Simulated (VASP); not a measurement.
Set up this calculation in VASP 6.6.1, as the native input.

```
Task                   : relaxation of cell and atoms
Functional             : PBE
Potentials or basis    : VASP PAW PBE potentials, release 64 (Nb_sv, Si, O)
Cutoff                 : 600 eV
k mesh                 : 4 × 4 × 6
Occupations            : gaussian, width 0.1 eV
Spin                   : no spin polarisation
Dipole correction      : no
Further INCAR settings : ALGO = Normal; EDIFF = 1e-07; IBRION = 2; EDIFFG = -0.04; NSW = 90; ISIF = 3
```

The structure of Nb2Si2O lies in POSCAR:

```
Nb2Si2O
1.0
    2.9254980573     -3.2964418021      0.0000000000
    2.9254980573      3.2964418021      0.0000000000
    0.0000000000      0.0000000000      3.6480069587
Nb Si O
2 2 1
Direct
    0.0000000000      0.5000000000      0.0000000000
    0.5000000000      0.0000000000      0.0000000000
    0.0000000000      0.0000000000      0.5000000000
    0.5000000000      0.5000000000      0.5000000000
    0.5000000000      0.5000000000      0.0000000000
```

The cell was built from a structure type or drawn by symmetry, and may not be a known phase.

The input as run:

INCAR

```
PREC = Accurate ; ENCUT = 600
EDIFF = 1E-7 ; ISMEAR = 0
SIGMA = 0.1 ; LREAL = F
LASPH = T ; NELM = 60
ALGO = Normal ; ISIF = 3
LWAVE = F ; LCHARG = F
GGA = PE ; IBRION = 2
NSW = 90 ; EDIFFG = -0.04
```

KPOINTS

```
Automatic mesh
0
Gamma
  4 4 6
```

Potentials or basis: VASP PAW PBE potentials, release 64 (Nb_sv, Si, O).

Run with:

```sh
$ cat potpaw_PBE.64/Nb_sv/POTCAR potpaw_PBE.64/Si/POTCAR potpaw_PBE.64/O/POTCAR > POTCAR
$ mpirun -np 1 vasp_std > vasp.out
```

Results of the run:

- Relaxed volume: 14.12 Å³/atom
- Relaxed cell: a = 4.401 Å, b = 4.401 Å, c = 3.672 Å, α = 90.00°, β = 90.00°, γ = 97.06°
- Space group after relaxing (to 0.1 Å): Cmmm (No. 65)
- Energy gained by relaxing: 0.4 meV/atom
- Ionic steps: 4
- Pressure after relaxing: 0.1 GPa
- Band gap on the k mesh: zero (bands 20 and 21 overlap by 0.87 eV)

It took 2.1 min on 1 thread of AMD EPYC 9R45 96-Core Processor (Zen 5), on a shared host, peak memory 0.2 GiB.
